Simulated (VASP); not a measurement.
# Be3N2 (R3m) in VASP: a series of runs

The runs below take Be3N2 through single point, with LDA.

Everything below comes from runs of VASP 6.6.1. Logs are shortened: lines on timing, memory, paths and dates and some standing lists are left out, and cuts for length are marked.

**1. The cell of the first run**

Symmetry: R3m, No. 160, trigonal system. Conventional cell: a = 2.794 Å, b = 2.794 Å, c = 15.081 Å, α = 90.00°, β = 90.00°, γ = 120.00°. Be (site symmetry 3m) has 3 N at 1.62 Å within 2.2 Å. Within 2.3 Å of Be (site symmetry 3m) lie 4 N at 1.71 to 1.83 Å and 3 Be at 2.25 Å. Be (site symmetry 3m) has 4 N at 1.74 to 1.76 Å and 6 Be at 2.24 to 2.25 Å within 2.3 Å. Within 2.2 Å of N (site symmetry 3m) lie 5 Be at 1.62 to 1.74 Å. Within 2.3 Å of N (site symmetry 3m) lie 7 Be at 1.76 to 2.27 Å.

**2. Single point, LDA**

The input, INCAR:

```
PREC     = Accurate       # precision mode
ENCUT    = 520            # plane-wave cutoff, eV
EDIFF    = 1E-6           # SCF threshold, eV
ISMEAR   = 0              # smearing method
SIGMA    = 0.05           # smearing width, eV
LREAL    = F              # projectors in reciprocal space
LASPH    = T              # aspherical terms in the spheres
NELM     = 60             # most SCF steps
ALGO     = Normal         # electronic algorithm
ISIF     = 2              # what is computed and relaxed
LWAVE    = F              # write WAVECAR
LCHARG   = F              # write CHGCAR
NBANDS   = 16             # bands
```

The input, KPOINTS:

```
Automatic mesh
0
Gamma
  12 12 12
```

The input, POSCAR:

```
Be3N2
1.0
    1.3969009688      0.8065011504      5.0271003154
   -1.3969009688      0.8065011504      5.0271003154
    0.0000000000     -1.6130023007      5.0271003154
Be N
3 2
Direct
    0.8590010800      0.8590010800      0.8590010800
    0.3176945600      0.3176945600      0.3176945600
    0.0888067700      0.0888067700      0.0888067700
    0.2041626800      0.2041626800      0.2041626800
    0.7084349100      0.7084349100      0.7084349100
```

Potentials or basis: VASP PAW LDA potentials, release 64 (Be, N).

Command:

```sh
$ cat potpaw_LDA.64/Be/POTCAR potpaw_LDA.64/N/POTCAR > POTCAR
$ mpirun -np 1 vasp_std > vasp.out
```

OUTCAR:

```text
PREC = Accurate
   ENCUT = 520
   EDIFF = 1E-6
   ISMEAR = 0
   LREAL = F
   LASPH = T
   NELM = 60
   ISIF = 2

 ion  position               nearest neighbor table
   1  0.859  0.859  0.859-   4 1.62   4 1.62   4 1.62   3 2.24   3 2.24   3 2.24
   2  0.318  0.318  0.318-   4 1.71   5 1.83   5 1.83   5 1.83   3 2.25   3 2.25   3 2.25
   3  0.089  0.089  0.089-   4 1.74   5 1.76   5 1.76   5 1.76   1 2.24   1 2.24   1 2.24   2 2.25
                             2 2.25   2 2.25
   4  0.204  0.204  0.204-   1 1.62   1 1.62   1 1.62   2 1.71   3 1.74
   5  0.708  0.708  0.708-   3 1.76   3 1.76   3 1.76   2 1.83   2 1.83   2 1.83

  LATTYP: Found a trigonal (rhomboedric) cell.
 ALAT       =     5.2795372906
 COS(alpha) =     0.8599866299

  Lattice vectors:

 A1 = (   1.3969009688,   0.8065011504,   5.0271003154)
 A2 = (  -1.3969009688,   0.8065011504,   5.0271003154)
 A3 = (   0.0000000000,  -1.6130023007,   5.0271003154)

Analysis of symmetry for initial positions (statically):
=====================================================================
 Subroutine PRICEL returns:
 Original cell was already a primitive cell.

 Routine SETGRP: Setting up the symmetry group for a
 trigonal (rhombohedral) supercell.

 Subroutine GETGRP returns: Found  6 space group operations
 (whereof  6 operations were pure point group operations)
 out of a pool of 12 trial point group operations.

The static configuration has the point symmetry C_3v.

Analysis of symmetry for dynamics (positions and initial velocities):
=====================================================================
 Subroutine PRICEL returns:
 Original cell was already a primitive cell.

 Routine SETGRP: Setting up the symmetry group for a
 trigonal (rhombohedral) supercell.

 Subroutine GETGRP returns: Found  6 space group operations
 (whereof  6 operations were pure point group operations)
 out of a pool of 12 trial point group operations.

The dynamic configuration has the point symmetry C_3v.

 Subroutine INISYM returns: Found  6 space group operations
 (whereof  6 operations are pure point group operations),
 and found     1 'primitive' translations

----------------------------------------------------------------------------------------

                                     Primitive cell

[... 85 lines left out ...]
   NGXF,Y,Z  is equivalent  to a cutoff of  25.19, 25.19, 25.19 a.u.
 SYSTEM =  unknown system
   PREC   = accura    normal or accurate (medium, high low for compatibility)
   ISTART =      0    job   : 0-new  1-cont  2-samecut
   ICHARG =      2    charge: 1-file 2-atom 10-const
   ISPIN  =      1    spin polarized calculation?
   LNONCOLLINEAR =      F non collinear calculations
   LSORBIT =      F    spin-orbit coupling
   LASPH  =      T    aspherical Exc in radial PAW
   ENCUT  =  520.0 eV  38.22 Ry    6.18 a.u.   9.82  9.82  9.82*2*pi/ulx,y,z
   NELM   =     60;   NELMIN=  2; NELMDL= -5     # of ELM steps
   EDIFF  = 0.1E-05   stopping-criterion for ELM
   LREAL  =      F    real-space projection
[... 7 lines left out ...]
   TEBEG  =    0.0;   TEEND  =   0.0 temperature during run
   PSTRESS=    0.0 pullay stress
   NELECT =      16.0000    total number of electrons
   NUPDOWN=      -1.0000    fix difference up-down
   EMIN   =  10.00;   EMAX   =-10.00  energy-range for DOS
   EFERMI =   0.00;   METHOD = LEGACY
   ISMEAR =     0;   SIGMA  =   0.05  broadening in eV -4-tet -1-fermi 0-gaus
   EFERMI_NEDOS =   21; number of points for ismear=-14 and -15
   IALGO  =     38    algorithm
   IMIX   =      4    mixing-type and parameters
     AMIX     =   0.40;   BMIX     =  1.00
     AMIX_MAG =   1.60;   BMIX_MAG =  1.00
  volume/ion in A,a.u.               =       6.80        45.86
  Fermi-wavevector in a.u.,A,eV,Ry     =   1.273606  2.406766 22.069625  1.622072
  Thomas-Fermi vector in A             =   2.406420
   LORBIT       =      0    0 simple, 1 ext, 2 COOP (PROOUT), +10 PAW based schemes
   GGA     = CA    functional components
   LHFCALC =     F    Hartree Fock is set to
   AEXX    =    0.0000 exact exchange contribution
   IVDW    =     0    specifies the selected vdW correction
   LEPSILON=     F    determine dielectric tensor
   LRPA    =     F    only Hartree local field effects (RPA)
 non-spin polarized calculation
 Gauss-broadening in eV      SIGMA  =   0.05
  energy-cutoff  :      520.00
  volume of cell :       33.98
 maximum number of plane-waves:       934
   NGX = 19   NGY = 19   NGZ = 19

 number of electron      16.0000000 magnetization

 Free energy of the ion-electron system (eV)
  ---------------------------------------------------
  ext. energy  EPLUGINS =         0.00000000
  ---------------------------------------------------
  free energy    TOTEN  =       -36.62959783 eV

  energy without entropy =      -36.62959783  energy(sigma->0) =      -36.62959783

 E-fermi :   6.0190     XC(G=0): -11.5918

 val. band max:        5.8184551775   @ k =   0.0000   0.0000   0.0000
 cond. band min:       8.3011056379   @ k =   0.5000   0.5000  -0.0000
 fundamental gap:      2.4826504604
 Fermi energy:         6.0190450381

 k-point     1 :       0.0000    0.0000    0.0000
  band No.  band energies     occupation
      1     -10.6236      2.00000
      2      -8.5088      2.00000
      3      -2.0156      2.00000
      4       4.7336      2.00000
      5       4.7336      2.00000
      6       4.9208      2.00000
[... 433 lines left out ...]
      3      -1.3477      2.00000
      4       0.3984      2.00000
      5       1.6524      2.00000
      6       1.9523      2.00000
[... 8 lines left out ...]
     15      18.8606      0.00000
     16      20.3897      0.00000

 [... further k-points ...]
[... 5 lines left out ...]
  --------------------------------------------------------------------------------------
  -------------------------------------------------------------------------------------
  Total        0.2318033      0.2318033     -4.0675997      0.0000000     -0.0000000      0.0000000
  in kB       10.9292589     10.9292589   -191.7826790      0.0000000     -0.0000000      0.0000000
  external PRESSURE =     -56.6413870 kB  Pullay stress =       0.0000000 kB

 VOLUME and BASIS-vectors are now :
 -----------------------------------------------------------------------------
  energy-cutoff  :      520.00
  volume of cell :       33.98
      direct lattice vectors                 reciprocal lattice vectors
     1.396900969  0.806501150  5.027100315     0.357935180  0.206653973  0.066307277
    -1.396900969  0.806501150  5.027100315    -0.357935180  0.206653973  0.066307277
     0.000000000 -1.613002301  5.027100315     0.000000000 -0.413307945  0.066307277

 POSITION                                       TOTAL-FORCE (eV/Angst)
 -----------------------------------------------------------------------------------
      0.00000      0.00000     12.95485         0.000000      0.000000      0.375547
      0.00000      0.00000      4.79125         0.000000     -0.000000     -0.127036
      0.00000      0.00000      1.33932         0.000000      0.000000      0.035594
      0.00000      0.00000      3.07904         0.000000     -0.000000     -0.128315
      0.00000      0.00000     10.68412         0.000000     -0.000000     -0.155790
 -----------------------------------------------------------------------------------
    total drift:                               -0.000000      0.000000     -0.001166

  FREE ENERGIE OF THE ION-ELECTRON SYSTEM (eV)
  ---------------------------------------------------
  free  energy   TOTEN  =       -36.6295978349 eV

  energy  without entropy=      -36.6295978349  energy(sigma->0) =      -36.62959783
```

Run time: 2.2 min. Hardware: 1 thread of AMD EPYC 9R45 (Zen 5), shared host; peak memory 0.21 GiB.

What came out:

| Quantity | Value |
| --- | --- |
| Free energy | -36.6296 eV |
| Pressure | -5.7 GPa |
| Largest force | 0.376 eV/Å |
| Band gap on the k mesh | 2.48 eV, indirect (least direct gap 3.90 eV) |

Forces in eV/Å, atoms in the order of the input:
```
Be   0.000  0.000  0.376
Be   0.000  0.000 -0.127
Be   0.000  0.000  0.036
N    0.000  0.000 -0.128
N    0.000  0.000 -0.156
```

 A k mesh can miss the band edges.

**3. Single point, LDA**

This run uses another cell than the first one, of the same volume but with other edges.

The input, INCAR:

```
ALGO = Normal
EDIFF = 1E-6
ENCUT = 520
ISIF = 2
ISMEAR = 0
LASPH = True
LCHARG = False
LREAL = False
LWAVE = False
NBANDS = 16
NELM = 80
PREC = Accurate
SIGMA = 0.05
```

The input, KPOINTS:

```
k-points
0
Gamma
  12 12 12
```

Edit POSCAR of step 2 so:

```diff
@@ -2,5 +2,5 @@
 1.0
-    1.3969009688      0.8065011504      5.0271003154
-   -1.3969009688      0.8065011504      5.0271003154
-    0.0000000000     -1.6130023007      5.0271003154
+    1.5294386323      0.8830218061      4.1935775332
+   -1.5294386323      0.8830218061      4.1935775332
+    0.0000000000     -1.7660436122      4.1935775332
 Be N
```

Potentials or basis: VASP PAW LDA potentials, release 64 (Be, N).

Command:

```sh
$ cat potpaw_LDA.64/Be/POTCAR potpaw_LDA.64/N/POTCAR > POTCAR
$ mpirun -np 1 vasp_std > vasp.out
```

Run time: 91 s. Hardware: 1 thread of AMD EPYC 9R45 (Zen 5), shared host; peak memory 0.19 GiB.

It converged, with:

| Quantity | Value |
| --- | --- |
| Free energy | -35.1439 eV |
| Pressure | 4.1 GPa |
| Largest force | 3.102 eV/Å |
| Band gap on the k mesh | 2.37 eV, indirect (least direct gap 2.64 eV) |

Forces on the atoms (eV/Å):
```
Be   0.000  0.000 -1.306
Be   0.000  0.000  3.102
Be   0.000  0.000 -2.620
N    0.000  0.000 -0.073
N    0.000  0.000  0.897
```

Stress tensor (GPa, compression positive):
```
-30.42   0.00   0.00
  0.00 -30.42   0.00
  0.00   0.00  73.12
```

Levels at points of the mesh, in eV from the valence-band top:
```
           k point  band 5  band 6  band 7  band 8  band 9  band 10  band 11  band 12
(0.00, 0.00, 0.00)   -2.48   -0.45   -0.45    0.00    4.27     6.08     6.08     7.72
(0.50, 0.00, 0.00)   -3.97   -3.59   -2.90   -2.82    4.68     6.53    10.52    11.70
(0.50, 0.50, 0.00)   -4.70   -3.20   -1.00   -0.27    2.37     8.05     8.55     9.03
(0.50, 0.50, 0.50)   -2.04   -2.04   -1.35   -1.35    4.58     7.48     7.83     7.83
```

Caveat: forces of over 1 eV/Å act on the atoms, so gaps and moduli don't describe the material at rest. A k mesh can miss the band edges.

**4. Single point, LDA**

This run uses another cell than the first one, of the same volume but with other edges.

The input, INCAR:

```
SYSTEM = Be3N2
  ALGO = Normal
  EDIFF = 1E-7
  ENCUT = 520
  ISIF = 2
  ISMEAR = 0
  LASPH = .TRUE.
  LCHARG = .FALSE.
  LREAL = .FALSE.
  LWAVE = .FALSE.
  NBANDS = 16
  NELM = 80
  PREC = Accurate
  SIGMA = 0.05
```

The input, KPOINTS:

```
k-points
0
G
  12 12 12
  0 0 0
```

Edit POSCAR of step 3 so:

```diff
@@ -2,5 +2,5 @@
 1.0
-    1.5294386323      0.8830218061      4.1935775332
-   -1.5294386323      0.8830218061      4.1935775332
-    0.0000000000     -1.7660436122      4.1935775332
+    1.3009110445      0.7510813418      5.7963364613
+   -1.3009110445      0.7510813418      5.7963364613
+    0.0000000000     -1.5021626835      5.7963364613
 Be N
```

Potentials or basis: VASP PAW LDA potentials, release 64 (Be, N).

Command:

```sh
$ cat potpaw_LDA.64/Be/POTCAR potpaw_LDA.64/N/POTCAR > POTCAR
$ mpirun -np 1 vasp_std > vasp.out
```

OUTCAR:

```text
SYSTEM = Be3N2
   EDIFF = 1E-7
   ENCUT = 520
   ISIF = 2
   ISMEAR = 0
   LASPH = .TRUE.
   LREAL = .FALSE.
   NELM = 80
   PREC = Accurate

 ion  position               nearest neighbor table
   1  0.859  0.859  0.859-   4 1.52   4 1.52   4 1.52   3 2.34   3 2.34   3 2.34
   2  0.318  0.318  0.318-   5 1.80   5 1.80   5 1.80   4 1.97   3 2.36   3 2.36   3 2.36
   3  0.089  0.089  0.089-   5 1.71   5 1.71   5 1.71   4 2.01   1 2.34   1 2.34   1 2.34   2 2.36
                             2 2.36   2 2.36
   4  0.204  0.204  0.204-   1 1.52   1 1.52   1 1.52   2 1.97   3 2.01
[... 663 lines left out ...]
  -------------------------------------------------------------------------------------
  Total       10.5202946     10.5202946    -13.2050183      0.0000000     -0.0000000      0.0000000
  in kB      496.0198661    496.0198661   -622.6015216      0.0000000     -0.0000000      0.0000000
  external PRESSURE =     123.1460702 kB  Pullay stress =       0.0000000 kB

 VOLUME and BASIS-vectors are now :
 -----------------------------------------------------------------------------
  energy-cutoff  :      520.00
  volume of cell :       33.98
      direct lattice vectors                 reciprocal lattice vectors
     1.300911045  0.751081342  5.796336461     0.384346034  0.221902286  0.057507589
    -1.300911045  0.751081342  5.796336461    -0.384346034  0.221902286  0.057507589
     0.000000000 -1.502162683  5.796336461     0.000000000 -0.443804572  0.057507589

 POSITION                                       TOTAL-FORCE (eV/Angst)
 -----------------------------------------------------------------------------------
      0.00000      0.00000     14.93718         0.000000      0.000000      1.518842
      0.00000      0.00000      5.52439         0.000000      0.000000      1.041862
      0.00000      0.00000      1.54426         0.000000     -0.000000     -1.233632
      0.00000      0.00000      3.55019         0.000000     -0.000000     -0.481835
      0.00000      0.00000     12.31898         0.000000     -0.000000     -0.845237
 -----------------------------------------------------------------------------------
    total drift:                                0.000000     -0.000000     -0.000062

  FREE ENERGIE OF THE ION-ELECTRON SYSTEM (eV)
  ---------------------------------------------------
  free  energy   TOTEN  =       -34.6599259688 eV

  energy  without entropy=      -34.6599259688  energy(sigma->0) =      -34.65992597
```

It took 3.8 min on 1 thread of AMD EPYC 9R45 (Zen 5), shared host; peak memory 0.26 GiB.

Results:

| Quantity | Value |
| --- | --- |
| Free energy | -34.6599 eV |
| Pressure | 12.3 GPa |
| Largest force | 1.519 eV/Å |
| Band gap on the k mesh | 0.68 eV, direct |

Forces on the atoms (eV/Å):
```
Be   0.000  0.000  1.519
Be   0.000  0.000  1.042
Be   0.000  0.000 -1.234
N    0.000  0.000 -0.482
N    0.000  0.000 -0.845
```

Levels at points of the mesh, in eV from the valence-band top:
```tsv
k point	band 6	band 7	band 8	band 9	band 10	band 11
(0.00, 0.00, 0.00)	-0.67	0.00	0.00	0.68	8.17	9.65
(0.50, 0.00, 0.00)	-3.65	-3.00	-2.30	3.51	4.12	6.69
(0.50, 0.50, 0.00)	-3.15	-2.91	-2.11	1.05	4.69	7.95
(0.50, 0.50, 0.50)	-0.62	-0.06	-0.06	4.29	5.77	9.74
```

Caveat: forces of over 1 eV/Å act on the atoms, so gaps and moduli don't describe the material at rest. A k mesh can miss the band edges.

**5. The runs side by side**

```csv
cell,gap on the mesh (eV),pressure (GPa),largest force (eV/Å)
"a = 5.280 Å, angles 30.7°, 5 atoms",2.48,-5.7,0.38
"a = 4.550 Å, angles 39.3°, 5 atoms",2.37,4.1,3.10
"a = 5.988 Å, angles 25.1°, 5 atoms",0.68,12.3,1.52
```

Alike in all rows: task single point; level LDA; potentials or basis VASP PAW LDA potentials, release 64 (Be, N); no spin polarisation; k mesh 12 × 12 × 12; cutoff (eV) 520; smearing gaussian 0.05 eV.

Caveats: forces of over 1 eV/Å act on the atoms, so gaps and moduli don't describe the material at rest (some runs).

Total energies depend on the potentials used, so only differences within one code and one set of settings carry meaning.
